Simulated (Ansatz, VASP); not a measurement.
# Two plane-wave programs on MnNb3

```
Mn Nb
1.0
     3.99624    0.00000    0.00000
     0.00000    3.99624    0.00000
     0.00000    0.00000    3.99624
Mn Nb
1 3
Direct
  0.00000 0.00000 0.00000
  0.00000 0.50000 0.50000
  0.50000 0.50000 0.00000
  0.50000 0.00000 0.50000
```

Alike in both runs: task single point; functional PBEsol; k mesh 8 × 8 × 8; occupations gaussian, width 0.05 eV; collinear spin.

|  | VASP | Ansatz |
| --- | --- | --- |
| version | VASP 6.6.1 | Ansatz 0.2.0 |
| potentials or method | VASP PAW PBE potentials, release 64 (Mn_pv, Nb_sv), cutoff 520 eV | scalar-relativistic, plane waves, PAW |
| valence electrons in the cell | 52 | 54 |

```csv
,VASP,Ansatz,Ansatz less VASP
gap on the k mesh at the Fermi level (eV),none,none,-
pressure (GPa),6.2,6.6,+0.33
net moment per atom (μB),0.62,0.62,+0.001
size of the moment on the site where the two differ most (μB),2.57,2.61,+0.033
```

VASP's potentials were made for PBE, not for PBEsol. Site moments also hang on the region over which each program counts them. A gap of «none» marks a metal or a gap that the smearing closes. With one functional, cell and mesh, what is left measures potentials, basis and numerics. VASP's potentials hold 52 valence electrons a cell and Ansatz's 54, so a difference there can come from the potentials and not from the codes.
